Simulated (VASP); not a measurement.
Set up this calculation in VASP 6.6.1, as the native input.

| Property | Result |
| --- | --- |
| Task | single point |
| Functional | PBE |
| Potentials or basis | VASP PAW PBE potentials, release 64 (Ni, Fe, Ge_d, S) |
| Cutoff | 520 eV |
| k mesh | 4 × 4 × 4 |
| Occupations | fermi-dirac, width 0.1 eV |
| Spin | no spin polarisation |
| Dipole correction | no |
| Further INCAR settings | ALGO = Normal; EDIFF = 1e-07; NBANDS = 43 |

The structure of FeNi2GeS4 lies in POSCAR:

```
FeNi2GeS4
1.0
    0.0000000000      5.3009220000      0.0000000000
    5.3009220000      0.0000000000      0.0000000000
    2.6504610000      2.6504610000     -5.2312390000
Ni Fe Ge S
2 1 1 4
Direct
    0.7500000000      0.2500000000      0.5000000000
    0.2500000000      0.7500000000      0.5000000000
    0.0000000000      0.0000000000      0.0000000000
    0.5000000000      0.5000000000      0.0000000000
    0.1345000000      0.1345000000      0.2490000000
    0.8655000000      0.3835000000      0.7510000000
    0.6165000000      0.6165000000      0.2490000000
    0.3835000000      0.8655000000      0.7510000000
```

These files were run (other wordings do the same):

INCAR

```
SYSTEM = FeNi2GeS4
PREC = Accurate ; ENCUT = 520
EDIFF = 1E-7 ; ISMEAR = -1
SIGMA = 0.1 ; LREAL = .False.
LASPH = .True. ; NELM = 80
ALGO = Normal ; ISIF = 2
LWAVE = .False. ; LCHARG = .False.
GGA = PE ; NBANDS = 43
```

KPOINTS

```
Automatic mesh
0
Gamma
  4 4 4
  0 0 0
```

Potentials or basis: VASP PAW PBE potentials, release 64 (Ni, Fe, Ge_d, S).

The run is started by

```sh
$ cat potpaw_PBE.64/Ni/POTCAR potpaw_PBE.64/Fe/POTCAR potpaw_PBE.64/Ge_d/POTCAR potpaw_PBE.64/S/POTCAR > POTCAR
$ mpirun -np 1 vasp_std > vasp.out
```

It gave:

```json
{"Pressure": "-5.1 GPa", "Largest force": "1.897 eV/Å", "Band gap on the k mesh": "zero (band 33 reaches 5.46 eV, above the bottom of band 34 at 5.16 eV)"}
```

Caveat: the run has no spin polarisation, though such a crystal can be magnetic; forces of over 1 eV/Å act on the atoms, so gaps and moduli don't describe the material at rest.

Run time: 2.5 min on 1 thread of Intel Xeon 6975P-C, with other jobs on the host, peak memory 0.3 GiB.
